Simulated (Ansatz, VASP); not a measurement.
AlN: VASP beside Ansatz

```xyz
4
Lattice="3.3135 0.0000 0.0000 -1.6567 2.8696 0.0000 0.0000 0.0000 4.1876" Properties=species:S:1:pos:R:3 pbc="T T T"
Al    0.0000    1.9473    3.2366
Al    1.6567    0.9908    1.1428
N     0.0000    1.8470    0.8621
N     1.6567    0.8905    2.9559
```

Change from the starting cell: mode 4 frozen in at -0.185 Å and mode 10 at -0.066 Å (largest displacements).

Alike in both runs: task single point; functional PBE; k mesh 9 × 9 × 6; occupations gaussian, width 0.05 eV; no spin polarisation.

|  | VASP | Ansatz |
| --- | --- | --- |
| version | VASP 6.6.1 | Ansatz 0.2.0 |
| potentials or method | VASP PAW PBE potentials, release 64 (Al, N), cutoff 520 eV | scalar-relativistic, plane waves, PAW |
| valence electrons in the cell | 16 | 16 |

```csv
,VASP,Ansatz,Ansatz less VASP
gap on the k mesh at the Fermi level (eV),3.56,3.55,-0.009
least direct gap on the mesh (eV),3.56,3.55,-0.009
pressure (GPa),8.6,8.7,+0.16
"traceless stress, the component that is largest in VASP (GPa)",22.07,21.88,-0.192
rms of the force components (eV/Å),1.105,1.102,-0.0028
```

Atom by atom the forces differ by 0.003 eV/Å (rms over components). With one functional, cell and mesh, what is left measures potentials, basis and numerics.
